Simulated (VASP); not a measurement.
# Cr (Pm-3n) in VASP: single point with PBEsol

Aim: the single point of Cr with PBEsol.

Everything below comes from runs of VASP 6.6.1. Logs are shortened: lines on timing, memory, paths and dates and some standing lists are left out, and cuts for length are marked.

**1. The cell of the first run**

The structure is cubic, space group Pm-3n (No. 223). The conventional cell has a = 4.489 Å, b = 4.489 Å, c = 4.489 Å, α = 90.00°, β = 90.00°, γ = 90.00°. Within 3.3 Å of Cr (site symmetry m-3) lie 12 Cr at 2.51 Å. Cr (site symmetry -4m2) has 14 Cr at 2.24 to 2.75 Å within 3.0 Å.

**2. Single point, PBEsol, collinear spin, ferromagnetic start**

File INCAR:

```
PREC = Accurate
ENCUT = 520
EDIFF = 1E-7
ISMEAR = -1
SIGMA = 0.05
LREAL = F
LASPH = T
NELM = 150
ALGO = Normal
ISIF = 2
LWAVE = F
LCHARG = F
ISPIN = 2
MAGMOM = 1.5 1.5 1.5 1.5 1.5 1.5 1.5 1.5
LORBIT = 11
LMAXMIX = 4
GGA = PS
NBANDS = 62
```

File KPOINTS:

```
regular mesh
0
Gamma
  6 6 6
```

File POSCAR:

```
Cr
1.0
    4.4886312189      0.0000000000      0.0000000000
    0.0000000000      4.4886312189      0.0000000000
    0.0000000000      0.0000000000      4.4886312189
Cr
8
Direct
    1.0000000000      0.0000000000      0.0000000000
    0.5000000000      0.5000000000      0.5000000000
    0.2500000000      1.0000000000      0.5000000000
    0.7500000000      1.0000000000      0.5000000000
    0.5000000000      0.2500000000      1.0000000000
    0.5000000000      0.7500000000      1.0000000000
    0.0000000000      0.5000000000      0.2500000000
    0.0000000000      0.5000000000      0.7500000000
```

Potentials or basis: VASP PAW PBE potentials, release 64 (Cr_pv).

Command:

```
> cat potpaw_PBE.64/Cr_pv/POTCAR > POTCAR
> mpirun -np 1 vasp_std > vasp.out
```

OUTCAR:

```text
PREC = Accurate
   ENCUT = 520
   EDIFF = 1E-7
   ISMEAR = -1
   LREAL = F
   LASPH = T
   NELM = 150
   ISIF = 2
   ISPIN = 2
   LORBIT = 11
   GGA = PS

 ion  position               nearest neighbor table
   1  0.000  0.000  0.000-   3 2.51   4 2.51   5 2.51   6 2.51   7 2.51   8 2.51   3 2.51   4 2.51
                             7 2.51   8 2.51   5 2.51   6 2.51
   2  0.500  0.500  0.500-   3 2.51   4 2.51   5 2.51   6 2.51   7 2.51   8 2.51   5 2.51   6 2.51
                             3 2.51   4 2.51   7 2.51   8 2.51
   3  0.250  0.000  0.500-   4 2.24   4 2.24   1 2.51   1 2.51   2 2.51   2 2.51   8 2.75   7 2.75
                             8 2.75   7 2.75   6 2.75   5 2.75   5 2.75   6 2.75
   4  0.750  0.000  0.500-   3 2.24   3 2.24   1 2.51   1 2.51   2 2.51   2 2.51   8 2.75   7 2.75
                             8 2.75   7 2.75   6 2.75   5 2.75   5 2.75   6 2.75
   5  0.500  0.250  0.000-   6 2.24   6 2.24   1 2.51   2 2.51   2 2.51   1 2.51   8 2.75   7 2.75
                             7 2.75   8 2.75   3 2.75   4 2.75   3 2.75   4 2.75
   6  0.500  0.750  0.000-   5 2.24   5 2.24   1 2.51   2 2.51   2 2.51   1 2.51   8 2.75   7 2.75
                             7 2.75   8 2.75   3 2.75   4 2.75   3 2.75   4 2.75
   7  0.000  0.500  0.250-   8 2.24   8 2.24   1 2.51   2 2.51   1 2.51   2 2.51   3 2.75   4 2.75
                             5 2.75   3 2.75   4 2.75   6 2.75   5 2.75   6 2.75
   8  0.000  0.500  0.750-   7 2.24   7 2.24   1 2.51   2 2.51   1 2.51   2 2.51   3 2.75   4 2.75
                             5 2.75   3 2.75   4 2.75   6 2.75   5 2.75   6 2.75

  LATTYP: Found a simple cubic cell.
 ALAT       =     4.4886312189

  Lattice vectors:

 A1 = (   4.4886312189,   0.0000000000,   0.0000000000)
 A2 = (   0.0000000000,   4.4886312189,   0.0000000000)
 A3 = (   0.0000000000,   0.0000000000,   4.4886312189)

Analysis of symmetry for initial positions (statically):
=====================================================================
 Subroutine PRICEL returns:
 Original cell was already a primitive cell.

 Routine SETGRP: Setting up the symmetry group for a
 simple cubic supercell.

 Subroutine GETGRP returns: Found 48 space group operations
 (whereof 24 operations were pure point group operations)
 out of a pool of 48 trial point group operations.

The static configuration has the point symmetry T_h .
 The point group associated with its full space group is O_h .

Analysis of symmetry for dynamics (positions and initial velocities):
=====================================================================
 Subroutine PRICEL returns:
 Original cell was already a primitive cell.

 Routine SETGRP: Setting up the symmetry group for a
 simple cubic supercell.

 Subroutine GETGRP returns: Found 48 space group operations
 (whereof 24 operations were pure point group operations)
 out of a pool of 48 trial point group operations.

The dynamic configuration has the point symmetry T_h .
 The point group associated with its full space group is O_h .

Analysis of structural, dynamic, and magnetic symmetry:
=====================================================================
 Subroutine PRICEL returns:
 Original cell was already a primitive cell.

 Routine SETGRP: Setting up the symmetry group for a
 simple cubic supercell.

 Subroutine GETGRP returns: Found 48 space group operations
 (whereof 24 operations were pure point group operations)
 out of a pool of 48 trial point group operations.

The overall configuration has the point symmetry T_h .
 The point group associated with its full space group is O_h .

 Subroutine INISYM returns: Found 48 space group operations
 (whereof 24 operations are pure point group operations),
 and found     1 'primitive' translations

----------------------------------------------------------------------------------------

                                     Primitive cell

  volume of cell :      90.4361

  direct lattice vectors                    reciprocal lattice vectors
     4.488631219  0.000000000  0.000000000     0.222785065  0.000000000  0.000000000
     0.000000000  4.488631219  0.000000000     0.000000000  0.222785065  0.000000000
     0.000000000  0.000000000  4.488631219     0.000000000  0.000000000  0.222785065

  length of vectors
     4.488631219  4.488631219  4.488631219     0.222785065  0.222785065  0.222785065

  position of ions in fractional coordinates (direct lattice)
[... 77 lines left out ...]
   PREC   = accura    normal or accurate (medium, high low for compatibility)
   ISTART =      0    job   : 0-new  1-cont  2-samecut
   ICHARG =      2    charge: 1-file 2-atom 10-const
   ISPIN  =      2    spin polarized calculation?
   LNONCOLLINEAR =      F non collinear calculations
   LSORBIT =      F    spin-orbit coupling
   LASPH  =      T    aspherical Exc in radial PAW
   ENCUT  =  520.0 eV  38.22 Ry    6.18 a.u.   8.35  8.35  8.35*2*pi/ulx,y,z
   NELM   =    150;   NELMIN=  2; NELMDL= -5     # of ELM steps
   EDIFF  = 0.1E-06   stopping-criterion for ELM
   LREAL  =      F    real-space projection
   EDIFFG = 0.1E-05   stopping-criterion for IOM
   NSW    =      0    number of steps for IOM
   IBRION =     -1    ionic relax: 0-MD 1-quasi-New 2-CG
   NFREE  =      0    steps in history (QN), initial steepest desc. (CG)
   ISIF   =      2    stress and relaxation
   ISYM   =      2    0-nonsym 1-usesym 2-fastsym
   POTIM  = 0.5000    time-step for ionic-motion
   TEBEG  =    0.0;   TEEND  =   0.0 temperature during run
   PSTRESS=    0.0 pullay stress
   NELECT =      96.0000    total number of electrons
   NUPDOWN=      -1.0000    fix difference up-down
   EMIN   =  10.00;   EMAX   =-10.00  energy-range for DOS
   EFERMI =   0.00;   METHOD = LEGACY
   ISMEAR =    -1;   SIGMA  =   0.05  broadening in eV -4-tet -1-fermi 0-gaus
   EFERMI_NEDOS =   21; number of points for ismear=-14 and -15
   IALGO  =     38    algorithm
   IMIX   =      4    mixing-type and parameters
     AMIX     =   0.40;   BMIX     =  1.00
     AMIX_MAG =   1.60;   BMIX_MAG =  1.00
  volume/ion in A,a.u.               =      11.30        76.29
  Fermi-wavevector in a.u.,A,eV,Ry     =   1.670006  3.155853 37.945552  2.788919
  Thomas-Fermi vector in A             =   2.755579
   LORBIT       =     11    0 simple, 1 ext, 2 COOP (PROOUT), +10 PAW based schemes
   GGA     = PS    functional components
   LHFCALC =     F    Hartree Fock is set to
   AEXX    =    0.0000 exact exchange contribution
   IVDW    =     0    specifies the selected vdW correction
   LEPSILON=     F    determine dielectric tensor
   LRPA    =     F    only Hartree local field effects (RPA)
 spin polarized calculation
  energy-cutoff  :      520.00
  volume of cell :       90.44
 maximum number of plane-waves:      2469
 NGX is ok and might be reduce to    36
   NGX = 17   NGY = 17   NGZ = 17

 number of electron      96.0000026 magnetization       0.0000009

 number of electron      96.0000026 magnetization      -0.0000054

 Free energy of the ion-electron system (eV)
  ---------------------------------------------------
  ext. energy  EPLUGINS =         0.00000000
  ---------------------------------------------------
  free energy    TOTEN  =       -81.39715960 eV

  energy without entropy =      -81.35404742  energy(sigma->0) =      -81.37560351

 E-fermi :  10.9897     XC(G=0): -13.9489

 val. band max:       10.9835679987   @ k =   0.5000   0.1667   0.0000
 cond. band min:      11.0496382424   @ k =   0.5000   0.5000   0.0000
 fundamental gap:      0.0660702437
 Fermi energy:        10.9897058489

 spin component 1

 k-point     1 :       0.0000    0.0000    0.0000
  band No.  band energies     occupation
      1     -32.6393      1.00000
      2     -32.6393      1.00000
      3     -32.5144      1.00000
      4     -32.2853      1.00000
      5     -32.2853      1.00000
      6     -32.2853      1.00000
[... 1249 lines left out ...]
     59      12.7889      0.00000
     60      12.7889      0.00000
 Fermi energy:        10.9897058489

 spin component 2

 k-point     1 :       0.0000    0.0000    0.0000
  band No.  band energies     occupation
      1     -32.6393      1.00000
      2     -32.6393      1.00000
      3     -32.5144      1.00000
      4     -32.2853      1.00000
      5     -32.2853      1.00000
      6     -32.2853      1.00000
[... 1249 lines left out ...]
     59      12.7889      0.00000
     60      12.7889      0.00000
 [bands above 60 left out]

------------------------ aborting loop because EDIFF is reached ----------------------------------------

  FORCE on cell =-STRESS in cart. coord.  units (eV):
  Direction    XX          YY          ZZ          XY          YZ          ZX
  --------------------------------------------------------------------------------------
  -------------------------------------------------------------------------------------
  Total       -0.2772099     -0.2772099     -0.2772099      0.0000000     -0.0000000     -0.0000000
  in kB       -4.9110861     -4.9110861     -4.9110861      0.0000000     -0.0000000     -0.0000000
  external PRESSURE =      -4.9110861 kB  Pullay stress =       0.0000000 kB

 VOLUME and BASIS-vectors are now :
 -----------------------------------------------------------------------------
  energy-cutoff  :      520.00
  volume of cell :       90.44
      direct lattice vectors                 reciprocal lattice vectors
     4.488631219  0.000000000  0.000000000     0.222785065  0.000000000  0.000000000
     0.000000000  4.488631219  0.000000000     0.000000000  0.222785065  0.000000000
     0.000000000  0.000000000  4.488631219     0.000000000  0.000000000  0.222785065

 POSITION                                       TOTAL-FORCE (eV/Angst)
 -----------------------------------------------------------------------------------
      0.00000      0.00000      0.00000         0.000000      0.000000     -0.000000
      2.24432      2.24432      2.24432         0.000000      0.000000     -0.000000
      1.12216      0.00000      2.24432         0.000000     -0.000000     -0.000000
      3.36647      0.00000      2.24432        -0.000000     -0.000000      0.000000
      2.24432      1.12216      0.00000         0.000000      0.000000     -0.000000
      2.24432      3.36647      0.00000        -0.000000      0.000000      0.000000
      0.00000      2.24432      1.12216        -0.000000      0.000000      0.000000
      0.00000      2.24432      3.36647        -0.000000      0.000000     -0.000000
 -----------------------------------------------------------------------------------
    total drift:                                0.000000      0.000000     -0.000000

  FREE ENERGIE OF THE ION-ELECTRON SYSTEM (eV)
  ---------------------------------------------------
  free  energy   TOTEN  =       -81.3971596011 eV

  energy  without entropy=      -81.3540474230  energy(sigma->0) =      -81.37560351

 total charge

# of ion       s       p       d       tot
------------------------------------------
    1        0.459   6.444   4.250  11.153
    2        0.459   6.444   4.250  11.153
    3        0.442   6.420   4.260  11.122
    4        0.442   6.420   4.260  11.122
    5        0.442   6.420   4.260  11.122
    6        0.442   6.420   4.260  11.122
    7        0.442   6.420   4.260  11.122
    8        0.442   6.420   4.260  11.122
--------------------------------------------------
tot          3.570  51.408  34.060  89.038

 magnetization (x)

# of ion       s       p       d       tot
------------------------------------------
    1       -0.000   0.000  -0.000  -0.000
    2       -0.000   0.000  -0.000  -0.000
    3       -0.000   0.000   0.000   0.000
    4       -0.000   0.000   0.000   0.000
    5       -0.000   0.000   0.000   0.000
    6       -0.000   0.000   0.000   0.000
    7       -0.000   0.000   0.000   0.000
    8       -0.000   0.000   0.000   0.000
--------------------------------------------------
tot         -0.000   0.000  -0.000  -0.000
```

It used 1100 s of CPU time on 1 thread of AMD EPYC 7R13 Processor (Zen 3), on a shared host.

Results:

```yaml
Free_energy: -81.3972 eV
Pressure: -0.5 GPa
Band_gap_on_the_k_mesh: zero (filled and empty bands overlap)
Net_moment: 0.00 μB per cell
Valence_electrons_inside_the_program's_atomic_spheres: Cr 11.15, 11.12
```

Caveat: the starting moments collapsed, and a magnetic state may lie lower; the PAW data sets were made with another functional, which shifts forces and pressure a little.
